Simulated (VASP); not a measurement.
Write the native input for VASP 6.6.1 that does the following.

```yaml
Task: single point
Functional: PBE
Potentials_or_basis: VASP PAW PBE potentials, release 64 (Sb, C)
Cutoff: 600 eV
k_mesh: 4 × 4 × 4
Occupations: gaussian, width 0.1 eV
Spin: no spin polarisation
Dipole_correction: no
Further_INCAR_settings: ALGO = Normal; EDIFF = 1e-06; NBANDS = 18
```

The structure of Sb3C lies in POSCAR:

```
Sb3C
1.0
    4.8652525389      0.0000000000      0.0000000000
    0.0000000000      4.8652525389      0.0000000000
    0.0000000000      0.0000000000      4.8652525389
Sb C
3 1
Direct
    0.5000000000      0.0000000000      0.0000000000
    0.0000000000      0.5000000000      0.0000000000
    0.0000000000      0.0000000000      0.5000000000
    0.0000000000      0.0000000000      0.0000000000
```

One way to write it, as run:

INCAR

```
  PREC = Accurate
  ENCUT = 600
  EDIFF = 1E-6
  ISMEAR = 0
  SIGMA = 0.1
  LREAL = F
  LASPH = T
  NELM = 120
  ALGO = Normal
  ISIF = 2
  LWAVE = F
  LCHARG = T
  GGA = PE
  LELF = T
  LVHAR = T
  NBANDS = 18
  GGA_COMPAT = F
```

KPOINTS

```
Automatic mesh
0
Gamma
  4 4 4
```

Potentials or basis: VASP PAW PBE potentials, release 64 (Sb, C).

Run with:

```sh
$ cat potpaw_PBE.64/Sb/POTCAR potpaw_PBE.64/C/POTCAR > POTCAR
$ mpirun -np 1 vasp_std > vasp.out
```

Results of the run:

| Property | Result |
| --- | --- |
| Pressure | -2.4 GPa |

Wall time 30 s on 1 thread of Intel(R) Xeon(R) 6975P-C (Granite Rapids), with other jobs on the host, peak memory 0.24 GiB.
